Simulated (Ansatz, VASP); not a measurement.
LiF: VASP beside Ansatz

```
Li F
1.0
     0.00000    2.10359    2.10359
     2.10359    0.00000    2.10359
     2.10359    2.10359    0.00000
Li F
1 1
Direct
  0.00000 0.00000 0.00000
  0.50000 0.50000 0.50000
```

Change from the starting cell: hydrostatic strain +5.5%.

Alike in both runs: task single point; functional PBE; k mesh 10 × 10 × 10; occupations fermi-dirac, width 0.02 eV; no spin polarisation.

|  | VASP | Ansatz |
| --- | --- | --- |
| version | VASP 6.6.1 | Ansatz 0.2.0 |
| potentials or method | VASP PAW PBE potentials, release 64 (Li_sv, F) | plane waves, PAW |
| plane-wave cutoff (eV) | 520 | 420 |
| valence electrons in the cell | 10 | 10 |

|  | VASP | Ansatz | Ansatz less VASP |
| --- | --- | --- | --- |
| gap on the k mesh at the Fermi level (eV) | 8.02 | 8.02 | +0.001 |

The functional is the same, so the differences come from potentials, cutoffs and numerics.

Noted on VASP's run: the cutoff is short for stress, so the pressure is rough.
